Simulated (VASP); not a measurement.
A run of VASP 6.6.1 is set up as follows.

INCAR

```
SYSTEM = TiCo3
PREC = Accurate
ENCUT = 520
EDIFF = 1E-7
ISMEAR = 0
SIGMA = 0.05
LREAL = .False.
LASPH = .True.
NELM = 150
ALGO = Normal
ISIF = 2
LWAVE = .False.
LCHARG = .False.
ISPIN = 2
MAGMOM = -0.42 1.21 1.21 1.21
LORBIT = 11
LMAXMIX = 4
GGA = PS
NBANDS = 32
```

Contents of KPOINTS:

```
Automatic mesh
0
Gamma
  12 12 12
  0 0 0
```

POSCAR

```
TiCo3
1.0
    3.6140000000      0.0000000000      0.0000000000
    0.0000000000      3.6140000000      0.0000000000
    0.0000000000      0.0000000000      3.6140000000
Ti Co
1 3
Direct
    0.0000000000      0.0000000000      0.0000000000
    0.0000000000      0.5000000000      0.5000000000
    0.5000000000      0.0000000000      0.5000000000
    0.5000000000      0.5000000000      0.0000000000
```

Potentials or basis: VASP PAW PBE potentials, release 64 (Ti_sv, Co).

Command:

```bash
$ cat potpaw_PBE.64/Ti_sv/POTCAR potpaw_PBE.64/Co/POTCAR > POTCAR
$ mpirun -np 1 vasp_std > vasp.out
```

(1) Estimate the net moment.

(2) Predict the pressure.

Results:

(1) 0.00 μB per cell.

(2) -15.5 GPa.

Caveat: the cell stands under tension; the PAW data sets were made with another functional, which shifts forces and pressure a little.
